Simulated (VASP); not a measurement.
Set up this calculation in VASP 6.6.1, as the native input.

```yaml
Task: relaxation of cell and atoms
Functional: PBE
Potentials_or_basis: VASP PAW PBE potentials, release 64 (Si, Sn_d)
Cutoff: 600 eV
k_mesh: 3 × 3 × 4
Occupations: gaussian, width 0.1 eV
Spin: no spin polarisation
Dipole_correction: no
Further_INCAR_settings: ALGO = Normal; EDIFF = 1e-06; IBRION = 2; EDIFFG = -0.04; NSW = 90; ISIF = 3
```

The structure of SiSn5 lies in POSCAR:

```
SiSn5
1.0
    6.3215325900      0.0000000000      0.0000000000
   -3.1607662900      5.4746078100      0.0000000000
    0.0000000000      0.0000000000      4.8630260000
Si Sn
1 5
Direct
    0.0000000000      0.0000000000      0.5000000000
    0.3333333300      0.6666666700      0.5000000000
    0.6666666700      0.3333333300      0.5000000000
    0.5000000000      0.0000000000      0.5000000000
    0.0000000000      0.5000000000      0.5000000000
    0.5000000000      0.5000000000      0.5000000000
```

The cell was built from a structure type or drawn by symmetry, and may not be a known phase.

These files were run (other wordings do the same):

INCAR

```
SYSTEM = SiSn5
ALGO     = Normal         ! electronic algorithm
EDIFF    = 1E-6           ! SCF threshold, eV
EDIFFG   = -0.04          ! ionic threshold
ENCUT    = 600            ! plane-wave cutoff, eV
GGA      = PE             ! functional
IBRION   = 2              ! ionic algorithm
ISIF     = 3              ! what is computed and relaxed
ISMEAR   = 0              ! smearing method
LASPH    = .True.         ! aspherical terms in the spheres
LCHARG   = .False.        ! write CHGCAR
LREAL    = .False.        ! projectors in reciprocal space
LWAVE    = .False.        ! write WAVECAR
NELM     = 80             ! most SCF steps
NSW      = 90             ! ionic steps
PREC     = Accurate       ! precision mode
SIGMA    = 0.1            ! smearing width, eV
```

KPOINTS

```
k-points
0
Gamma
  3 3 4
  0 0 0
```

Potentials or basis: VASP PAW PBE potentials, release 64 (Si, Sn_d).

The run is started by

```bash
$ cat potpaw_PBE.64/Si/POTCAR potpaw_PBE.64/Sn_d/POTCAR > POTCAR
$ mpirun -np 1 vasp_std > vasp.out
```

It gave:

The relaxed volume is 43.25 Å³/atom. The relaxed cell is a = 10.354 Å, b = 10.354 Å, c = 2.795 Å, α = 90.00°, β = 90.00°, γ = 120.00°. The space group after relaxing (to 0.1 Å) is P6/mmm (No. 191). The pressure after relaxing is 0.0 GPa and the band gap on the k mesh is zero (bands 37 and 38 overlap by 1.27 eV).

Caveat: the k points lie up to 0.56 Å⁻¹ apart in the final cell, too coarse for converged energies and pressures of a metal; the volume moved by over 15 % at a fixed basis, so the end points are rough; spin-orbit coupling is left out, which moves the levels of the heavy elements.

Run time: 34 min on 1 thread of Intel(R) Xeon(R) 6975P-C (Granite Rapids), with other jobs on the host, peak memory 0.38 GiB.
